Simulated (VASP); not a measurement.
# NbH2 (Fm-3m) in VASP: a series of runs

Runs on NbH2. Level: LDA. Tasks: single point, relaxation of cell and atoms.

Everything below comes from runs of VASP 6.6.1. Logs are shortened: lines on timing, memory, paths and dates and some standing lists are left out, and cuts for length are marked.

### 1 The cell of the first run

Symmetry: Fm-3m, No. 225, cubic system. The conventional cell has a = 4.468 Å, b = 4.468 Å, c = 4.468 Å, α = 90.00°, β = 90.00°, γ = 90.00°. Within 2.6 Å of Nb (site symmetry m-3m) lie 8 H at 1.93 Å. H (site symmetry -43m) has 4 Nb at 1.93 Å and 6 H at 2.23 Å within 2.6 Å.

### 2 Single point, LDA (7.43 Å³/atom)

INCAR

```
PREC = Accurate
ENCUT = 520
EDIFF = 1E-6
ISMEAR = -1
SIGMA = 0.15
LREAL = False
LASPH = True
NELM = 80
ALGO = Normal
ISIF = 2
LWAVE = False
LCHARG = False
NBANDS = 14
```

KPOINTS

```
Automatic mesh
0
Gamma
  16 16 16
```

POSCAR

```
NbH2
1.0
    0.0000000000      2.2338529138      2.2338529138
    2.2338529138      0.0000000000      2.2338529138
    2.2338529138      2.2338529138      0.0000000000
Nb H
1 2
Direct
    0.0000000000      0.0000000000      0.0000000000
    0.2500000000      0.2500000000      0.2500000000
    0.7500000000      0.7500000000      0.7500000000
```

Potentials or basis: VASP PAW LDA potentials, release 64 (Nb_sv, H).

Started as:

```sh
> cat potpaw_LDA.64/Nb_sv/POTCAR potpaw_LDA.64/H/POTCAR > POTCAR
> mpirun -np 1 vasp_std > vasp.out
```

OUTCAR:

```text
PREC = Accurate
   ENCUT = 520
   EDIFF = 1E-6
   ISMEAR = -1
   LREAL = False
   LASPH = True
   NELM = 80
   ISIF = 2

 ion  position               nearest neighbor table
   1  0.000  0.000  0.000-   3 1.93   3 1.93   3 1.93   2 1.93   3 1.93   2 1.93   2 1.93   2 1.93

   2  0.250  0.250  0.250-   1 1.93   1 1.93   1 1.93   1 1.93
   3  0.750  0.750  0.750-   1 1.93   1 1.93   1 1.93   1 1.93

  LATTYP: Found a face centered cubic cell.
 ALAT       =     4.4677058276

  Lattice vectors:

 A1 = (   0.0000000000,   2.2338529138,   2.2338529138)
 A2 = (   2.2338529138,   0.0000000000,   2.2338529138)
 A3 = (   2.2338529138,   2.2338529138,   0.0000000000)

Analysis of symmetry for initial positions (statically):
=====================================================================
 Subroutine PRICEL returns:
 Original cell was already a primitive cell.

 Routine SETGRP: Setting up the symmetry group for a
 face centered cubic supercell.

 Subroutine GETGRP returns: Found 48 space group operations
 (whereof 48 operations were pure point group operations)
 out of a pool of 48 trial point group operations.

The static configuration has the point symmetry O_h .

Analysis of symmetry for dynamics (positions and initial velocities):
=====================================================================
 Subroutine PRICEL returns:
 Original cell was already a primitive cell.

 Routine SETGRP: Setting up the symmetry group for a
 face centered cubic supercell.

 Subroutine GETGRP returns: Found 48 space group operations
 (whereof 48 operations were pure point group operations)
 out of a pool of 48 trial point group operations.

The dynamic configuration has the point symmetry O_h .

 Subroutine INISYM returns: Found 48 space group operations
 (whereof 48 operations are pure point group operations),
 and found     1 'primitive' translations

----------------------------------------------------------------------------------------

                                     Primitive cell

  volume of cell :      22.2943

  direct lattice vectors                    reciprocal lattice vectors
     0.000000000  2.233852914  2.233852914    -0.223828524  0.223828524  0.223828524
     2.233852914  0.000000000  2.233852914     0.223828524 -0.223828524  0.223828524
     2.233852914  2.233852914  0.000000000     0.223828524  0.223828524 -0.223828524

  length of vectors
     3.159145087  3.159145087  3.159145087     0.387682375  0.387682375  0.387682375

  position of ions in fractional coordinates (direct lattice)
     0.000000000  0.000000000  0.000000000
     0.250000000  0.250000000  0.250000000
     0.750000000  0.750000000  0.750000000

  ion indices of the primitive-cell ions
   primitive index   ion index
                 1           1
                 2           2
                 3           3

----------------------------------------------------------------------------------------

 KPOINTS: Automatic mesh

Automatic generation of k-mesh.
 Grid dimensions read from file:
 generate k-points for:   16   16   16

 Generating k-lattice:

  Cartesian coordinates                     Fractional coordinates (reciprocal lattice)
    -0.013989283  0.013989283  0.013989283     0.062500000  0.000000000  0.000000000
     0.013989283 -0.013989283  0.013989283     0.000000000  0.062500000  0.000000000
     0.013989283  0.013989283 -0.013989283     0.000000000  0.000000000  0.062500000

  Length of vectors
     0.024230148  0.024230148  0.024230148

  Shift w.r.t. Gamma in fractional coordinates (k-lattice)
     0.000000000  0.000000000  0.000000000

 Subroutine IBZKPT returns following result:
 ===========================================

 Found    145 irreducible k-points:

 Following reciprocal coordinates:
            Coordinates               Weight
  0.000000  0.000000  0.000000      1.000000
  0.062500  0.000000  0.000000      8.000000
  0.125000  0.000000  0.000000      8.000000
  0.187500  0.000000  0.000000      8.000000
  0.250000  0.000000  0.000000      8.000000
  0.312500  0.000000  0.000000      8.000000
[... 16 lines left out ...]
 -0.125000  0.062500  0.000000     24.000000
 -0.062500  0.062500  0.000000     12.000000
 [... further k-points ...]
   k-points           NKPTS =    145   k-points in BZ     NKDIM =    145   number of bands    NBANDS=     14
   number of dos      NEDOS =    301   number of ions     NIONS =      3
   total plane-waves  NPLWV =  13824
   dimension x,y,z NGX =    24 NGY =   24 NGZ =   24
   dimension x,y,z NGXF=    48 NGYF=   48 NGZF=   48
   ions per type =               1   2
   NGX,Y,Z   is equivalent  to a cutoff of  12.63, 12.63, 12.63 a.u.
   NGXF,Y,Z  is equivalent  to a cutoff of  25.26, 25.26, 25.26 a.u.
 SYSTEM =  unknown system
   PREC   = accura    normal or accurate (medium, high low for compatibility)
   ISTART =      0    job   : 0-new  1-cont  2-samecut
   ICHARG =      2    charge: 1-file 2-atom 10-const
   ISPIN  =      1    spin polarized calculation?
   LNONCOLLINEAR =      F non collinear calculations
   LSORBIT =      F    spin-orbit coupling
   LASPH  =      T    aspherical Exc in radial PAW
   ENCUT  =  520.0 eV  38.22 Ry    6.18 a.u.   5.87  5.87  5.87*2*pi/ulx,y,z
   NELM   =     80;   NELMIN=  2; NELMDL= -5     # of ELM steps
   EDIFF  = 0.1E-05   stopping-criterion for ELM
   LREAL  =      F    real-space projection
   EDIFFG = 0.1E-04   stopping-criterion for IOM
   NSW    =      0    number of steps for IOM
   IBRION =     -1    ionic relax: 0-MD 1-quasi-New 2-CG
   NFREE  =      0    steps in history (QN), initial steepest desc. (CG)
   ISIF   =      2    stress and relaxation
   ISYM   =      2    0-nonsym 1-usesym 2-fastsym
   POTIM  = 0.5000    time-step for ionic-motion
   TEBEG  =    0.0;   TEEND  =   0.0 temperature during run
   PSTRESS=    0.0 pullay stress
   NELECT =      15.0000    total number of electrons
   NUPDOWN=      -1.0000    fix difference up-down
   EMIN   =  10.00;   EMAX   =-10.00  energy-range for DOS
   EFERMI =   0.00;   METHOD = LEGACY
   ISMEAR =    -1;   SIGMA  =   0.15  broadening in eV -4-tet -1-fermi 0-gaus
   EFERMI_NEDOS =   21; number of points for ismear=-14 and -15
   IALGO  =     38    algorithm
   IMIX   =      4    mixing-type and parameters
     AMIX     =   0.40;   BMIX     =  1.00
     AMIX_MAG =   1.60;   BMIX_MAG =  1.00
  volume/ion in A,a.u.               =       7.43        50.15
  Fermi-wavevector in a.u.,A,eV,Ry     =   1.434522  2.710854 27.998812  2.057855
  Thomas-Fermi vector in A             =   2.553922
   LORBIT       =      0    0 simple, 1 ext, 2 COOP (PROOUT), +10 PAW based schemes
   GGA     = CA    functional components
   LHFCALC =     F    Hartree Fock is set to
   AEXX    =    0.0000 exact exchange contribution
   IVDW    =     0    specifies the selected vdW correction
   LEPSILON=     F    determine dielectric tensor
   LRPA    =     F    only Hartree local field effects (RPA)
 non-spin polarized calculation
  energy-cutoff  :      520.00
  volume of cell :       22.29
 maximum number of plane-waves:       620
   NGX = 11   NGY = 11   NGZ = 11

 number of electron      14.9999999 magnetization

 Free energy of the ion-electron system (eV)
  ---------------------------------------------------
  ext. energy  EPLUGINS =         0.00000000
  ---------------------------------------------------
  free energy    TOTEN  =       -19.31332243 eV

  energy without entropy =      -19.24112043  energy(sigma->0) =      -19.27722143

 E-fermi :  10.5568     XC(G=0): -12.5516

 val. band max:       10.5103980086   @ k =   0.5000   0.2500   0.1250
 cond. band min:      10.5734179704   @ k =  -0.2500   0.2500   0.0625
 fundamental gap:      0.0630199618
 Fermi energy:        10.5567759347

 k-point     1 :       0.0000    0.0000    0.0000
  band No.  band energies     occupation
      1     -44.4340      2.00000
      2     -20.3119      2.00000
      3     -20.3119      2.00000
      4     -20.3119      2.00000
      5      -0.3764      2.00000
      6       9.1068      1.99987
      7       9.1068      1.99987
      8       9.1068      1.99987
      9       9.4869      1.99840
     10      11.9548      0.00018
     11      11.9548      0.00018
     12      23.3909      0.00000
     13      24.2062      0.00000
     14      24.2062      0.00000

 k-point     2 :       0.0625    0.0000    0.0000
  band No.  band energies     occupation
      1     -44.4296      2.00000
      2     -20.3470      2.00000
      3     -20.3161      2.00000
      4     -20.3161      2.00000
      5      -0.2598      2.00000
      6       7.9871      2.00000
      7       9.1665      1.99981
      8       9.1665      1.99981
      9      10.7506      0.43104
     10      11.9018      0.00026
     11      11.9018      0.00026
     12      22.2030      0.00000
     13      24.4389      0.00000
     14      24.4389      0.00000

 k-point     3 :       0.1250    0.0000    0.0000
  band No.  band energies     occupation
      1     -44.4172      2.00000
      2     -20.4460      2.00000
      3     -20.3278      2.00000
      4     -20.3278      2.00000
      5       0.0730      2.00000
      6       6.8806      2.00000
      7       9.3221      1.99947
      8       9.3221      1.99947
      9      11.7861      0.00055
     10      11.7861      0.00055
     11      12.2723      0.00002
     12      20.9028      0.00000
     13      25.1067      0.00000
     14      25.1067      0.00000

 k-point     4 :       0.1875    0.0000    0.0000
  band No.  band energies     occupation
      1     -44.3985      2.00000
      2     -20.5913      2.00000
      3     -20.3454      2.00000
      4     -20.3454      2.00000
      5       0.5679      2.00000
      6       5.9951      2.00000
      7       9.4959      1.99830
      8       9.4959      1.99830
      9      11.7300      0.00080
     10      11.7300      0.00080
     11      13.7781      0.00000
     12      19.8847      0.00000
     13      25.9104      0.00000
     14      26.1308      0.00000

 k-point     5 :       0.2500    0.0000    0.0000
  band No.  band energies     occupation
      1     -44.3764      2.00000
      2     -20.7587      2.00000
      3     -20.3660      2.00000
      4     -20.3660      2.00000
      5       1.1222      2.00000
      6       5.3941      2.00000
      7       9.5721      1.99719
      8       9.5721      1.99719
      9      11.8854      0.00028
     10      11.8854      0.00028
     11      15.0338      0.00000
[... 276 lines left out ...]
 k-point    22 :      -0.1875    0.0625    0.0000
  band No.  band energies     occupation
      1     -44.3882      2.00000
      2     -20.6534      2.00000
      3     -20.3829      2.00000
      4     -20.3439      2.00000
      5       0.8486      2.00000
      6       5.6225      2.00000
      7       9.5365      1.99778
      8       9.6292      1.99588
      9      11.3764      0.00843
     10      12.0758      0.00008
     11      14.4860      0.00000
     12      19.6904      0.00000
     13      24.8697      0.00000
     14      25.9550      0.00000

 k-point    23 :      -0.1250    0.0625    0.0000
  band No.  band energies     occupation
      1     -44.4080      2.00000
      2     -20.5051      2.00000
      3     -20.3581      2.00000
      4     -20.3274      2.00000
      5       0.3213      2.00000
      6       6.3609      2.00000
      7       9.4391      1.99884
      8       9.4408      1.99883
      9      11.4744      0.00440
     10      11.9587      0.00017
     11      13.0838      0.00000
     12      20.4777      0.00000
     13      24.8872      0.00000
     14      25.9002      0.00000

 k-point    24 :      -0.0625    0.0625    0.0000
  band No.  band energies     occupation
      1     -44.4226      2.00000
      2     -20.3967      2.00000
      3     -20.3345      2.00000
      4     -20.3176      2.00000
      5      -0.0702      2.00000
      6       7.2500      2.00000
      7       9.2540      1.99966
      8       9.2815      1.99959
      9      11.6989      0.00099
     10      11.7094      0.00092
     11      11.9480      0.00019
     12      21.4355      0.00000
     13      24.4492      0.00000
     14      24.9836      0.00000

 [... further k-points ...]
[... 5 lines left out ...]
  --------------------------------------------------------------------------------------
  -------------------------------------------------------------------------------------
  Total        0.5487874      0.5487874      0.5487874      0.0000000     -0.0000000     -0.0000000
  in kB       39.4385529     39.4385529     39.4385529      0.0000000     -0.0000000     -0.0000000
  external PRESSURE =      39.4385529 kB  Pullay stress =       0.0000000 kB

 VOLUME and BASIS-vectors are now :
 -----------------------------------------------------------------------------
  energy-cutoff  :      520.00
  volume of cell :       22.29
      direct lattice vectors                 reciprocal lattice vectors
     0.000000000  2.233852914  2.233852914    -0.223828524  0.223828524  0.223828524
     2.233852914  0.000000000  2.233852914     0.223828524 -0.223828524  0.223828524
     2.233852914  2.233852914  0.000000000     0.223828524  0.223828524 -0.223828524

 POSITION                                       TOTAL-FORCE (eV/Angst)
 -----------------------------------------------------------------------------------
      0.00000      0.00000      0.00000        -0.000000      0.000000     -0.000000
      1.11693      1.11693      1.11693         0.000000      0.000000      0.000000
      3.35078      3.35078      3.35078        -0.000000     -0.000000     -0.000000
 -----------------------------------------------------------------------------------
    total drift:                               -0.000000      0.000000      0.000000

  FREE ENERGIE OF THE ION-ELECTRON SYSTEM (eV)
  ---------------------------------------------------
  free  energy   TOTEN  =       -19.3133224348 eV

  energy  without entropy=      -19.2411204251  energy(sigma->0) =      -19.27722143
```

Run time: 42 s. Hardware: 1 thread of Intel Xeon 8259CL, shared host; peak memory 0.16 GiB.

Results:

```yaml
Free_energy: -19.3133 eV
Pressure: 3.9 GPa
Band_gap_on_the_k_mesh: zero (an odd number of electrons rules out a gap without spin polarisation)
```

Caveat: the cell stands under pressure.

### 3 Single point, LDA

This run uses another cell than the first one, of 7.47 Å³/atom.

INCAR

```
SYSTEM = NbH2
ALGO     = Normal         ! electronic algorithm
EDIFF    = 1E-6           ! SCF threshold, eV
ENCUT    = 520            ! plane-wave cutoff, eV
GGA      = CA             ! functional
ISIF     = 2              ! what is computed and relaxed
ISMEAR   = -1             ! smearing method
LASPH    = .True.         ! aspherical terms in the spheres
LCHARG   = .False.        ! write CHGCAR
LREAL    = .False.        ! projectors in reciprocal space
LWAVE    = .False.        ! write WAVECAR
NBANDS   = 14             ! bands
NELM     = 100            ! most SCF steps
PREC     = Accurate       ! precision mode
SIGMA    = 0.15           ! smearing width, eV
```

KPOINTS

```
k-points
0
Gamma
  16 16 16
  0 0 0
```

POSCAR

```
NbH2
1.0
    0.0000000000      2.2379736276      2.2379736276
    2.2379736276      0.0000000000      2.2379736276
    2.2379736276      2.2379736276      0.0000000000
Nb H
1 2
Direct
    0.0000000000      0.0000000000      0.0000000000
    0.2500000000      0.2500000000      0.2500000000
    0.7500000000      0.7500000000      0.7500000000
```

Potentials or basis: VASP PAW LDA potentials, release 64 (Nb_sv, H).

Started as:

```sh
> cat potpaw_LDA.64/Nb_sv/POTCAR potpaw_LDA.64/H/POTCAR > POTCAR
> mpirun -np 1 vasp_std > vasp.out
```

It took 45 s on 1 thread of Intel Xeon 8259CL, shared host; peak memory 0.16 GiB.

It converged, with:

```yaml
Free_energy: -19.3161 eV
Pressure: 2.8 GPa
Band_gap_on_the_k_mesh: zero (an odd number of electrons rules out a gap without spin polarisation)
```

Levels at points of the mesh, in eV from the Fermi level:
```csv
k point,band 3,band 4,band 5,band 6,band 7,band 8,band 9,band 10,band 11,band 12
"(0.00, 0.00, 0.00)",-30.88,-30.88,-10.90,-1.44,-1.44,-1.44,-1.06,1.39,1.39,12.80
"(0.50, 0.00, 0.00)",-30.99,-30.99,-8.64,-4.81,-1.29,-1.29,2.89,2.89,5.22,6.68
"(0.50, 0.50, 0.00)",-31.16,-31.16,-7.82,-4.86,-4.60,3.08,3.15,3.15,7.46,7.46
```

### 4 Single point, LDA (7.73 Å³/atom)

This run uses another cell than the first one, of 7.73 Å³/atom.

INCAR

```
PREC = Accurate
ENCUT = 520
EDIFF = 1E-7
ISMEAR = -1
SIGMA = 0.15
LREAL = F
LASPH = T
NELM = 100
ALGO = Normal
ISIF = 2
LWAVE = F
LCHARG = F
GGA = CA
NBANDS = 14
```

KPOINTS

```
regular mesh
0
Gamma
  16 16 16
```

POSCAR

```
NbH2
1.0
    0.0000000000      2.2638410951      2.2638410951
    2.2638410951      0.0000000000      2.2638410951
    2.2638410951      2.2638410951      0.0000000000
Nb H
1 2
Direct
    0.0000000000      0.0000000000      0.0000000000
    0.2500000000      0.2500000000      0.2500000000
    0.7500000000      0.7500000000      0.7500000000
```

Started as:

```sh
> cat potpaw_LDA.64/Nb_sv/POTCAR potpaw_LDA.64/H/POTCAR > POTCAR
> mpirun -np 1 vasp_std > vasp.out
```

Run time: 46 s. Hardware: 1 thread of Intel Xeon 8259CL, shared host; peak memory 0.16 GiB.

The run converged. Its results:

| Quantity | Value |
| --- | --- |
| Free energy | -19.3141 eV |
| Pressure | -3.9 GPa |
| Band gap on the k mesh | zero (an odd number of electrons rules out a gap without spin polarisation) |

Levels at points of the mesh, in eV from the Fermi level:
```
           k point  band 5  band 6  band 7  band 8  band 9  band 10
(0.00, 0.00, 0.00)  -10.72   -1.38   -1.38   -1.38   -1.00     1.32
(0.50, 0.00, 0.00)   -8.43   -4.81   -1.23   -1.23    2.74     2.74
(0.50, 0.50, 0.00)   -7.58   -4.88   -4.41    2.93    2.99     2.99
```

Caveat: the cell stands under tension.

(Continued in part 2 of 2.)

The gap in the log of VASP goes by the Fermi energy; the results here count the filled bands.